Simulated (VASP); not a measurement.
A run of VASP 6.6.1 is set up as follows.

Contents of INCAR:

```
ALGO = Normal
EDIFF = 1E-7
ENCUT = 520
GGA = PE
ISIF = 2
ISMEAR = -1
LASPH = True
LCHARG = False
LREAL = False
LWAVE = False
NBANDS = 16
NELM = 80
PREC = Accurate
SIGMA = 0.08
```

File KPOINTS:

```
k-points
0
Gamma
  10 10 8
```

Contents of POSCAR:

```
CoSi2
1.0
    3.7112726376      0.0000000000      0.0000000000
   -1.8556363188      3.2140563846      0.0000000000
    0.0000000000      0.0000000000      2.2714563156
Co Si
1 2
Direct
    0.0000000000      0.0000000000      0.0000000000
    0.3333333333      0.6666666667      0.5000000000
    0.6666666667      0.3333333333      0.5000000000
```

Potentials or basis: VASP PAW PBE potentials, release 64 (Co, Si).

The run is started by

```sh
$ cat potpaw_PBE.64/Co/POTCAR potpaw_PBE.64/Si/POTCAR > POTCAR
$ mpirun -np 1 vasp_std > vasp.out
```

Q: What does it give for the pressure?

A: 100.4 GPa.

Stress tensor (GPa, compression positive):
```
100.39   0.00   0.00
  0.00 100.39   0.00
  0.00   0.00 100.31
```

Spin polarisation is off, so any magnetic state and its effect on volume and gap are missing.
